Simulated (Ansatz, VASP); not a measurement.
**One calculation of Mo, two programs**

```
Mo
1.0
     2.66712    0.00000    0.00000
    -1.33356    2.42825    0.00000
     0.00000    0.00000    2.55518
Mo
1
Direct
  0.00000 0.00000 0.50000
```

Change from the starting cell: strain -0.0250 x Voigt [1, -1, 0, 0, 0, 0], atoms carried along.

Alike in both runs: task single point; functional r2SCAN; k mesh 18 × 18 × 18; occupations gaussian, width 0.15 eV; no spin polarisation.

|  | VASP | Ansatz |
| --- | --- | --- |
| version | VASP 6.6.1 | Ansatz 0.2.0 |
| potentials or method | VASP PAW PBE potentials, release 64 (Mo_sv), cutoff 520 eV | scalar-relativistic, plane waves, PAW |
| valence electrons in the cell | 14 | 14 |

Ansatz gave:

```
gap on the k mesh at the Fermi level (eV)                     : none
pressure (GPa)                                                : 0.9
traceless stress, the component that is largest in VASP (GPa) : -4.68
```

Problem. Which values does VASP return?

Solution. gap on the k mesh at the Fermi level (eV): none; pressure (GPa): 1.9; traceless stress, the component that is largest in VASP (GPa): -4.56.

VASP's potentials were made for PBE, not for r2SCAN. A gap of «none» marks a metal or a gap that the smearing closes.
